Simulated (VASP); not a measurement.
A run of VASP 6.6.1:

The input INCAR:

```
SYSTEM = Mn
  PREC = Accurate
  ENCUT = 600
  EDIFF = 1E-7
  ISMEAR = -1
  SIGMA = 0.05
  LREAL = .False.
  LASPH = .True.
  NELM = 150
  ALGO = Normal
  ISIF = 3
  LWAVE = .False.
  LCHARG = .False.
  ISPIN = 2
  MAGMOM = 3
  LORBIT = 11
  LMAXMIX = 4
  GGA = CA
  IBRION = 2
  NSW = 60
  EDIFFG = -0.005
  PSTRESS = 1200.0
```

KPOINTS

```
Automatic mesh
0
Gamma
  18 18 18
  0 0 0
```

File POSCAR:

```
Mn
1.0
    2.0387228823      0.0000000000      0.0000000000
    0.0000000000      2.0387228823      0.0000000000
    0.0000000000      0.0000000000      2.0387228823
Mn
1
Direct
    0.0000000000      0.0000000000      0.0000000000
```

Potentials or basis: VASP PAW LDA potentials, release 64 (Mn_pv).

The run is started by

```console
$ cat potpaw_LDA.64/Mn_pv/POTCAR > POTCAR
$ mpirun -np 1 vasp_std > vasp.out
```

Hardware: 1 thread of Intel Xeon 8259CL, on a shared host.

Problem. How long does it take, and how much memory?

Solution. It took 71 s on 1 thread of Intel Xeon 8259CL (shared host), peak memory 0.15 GiB. Counts: scf iterations 29, k points 220, ion steps 3.
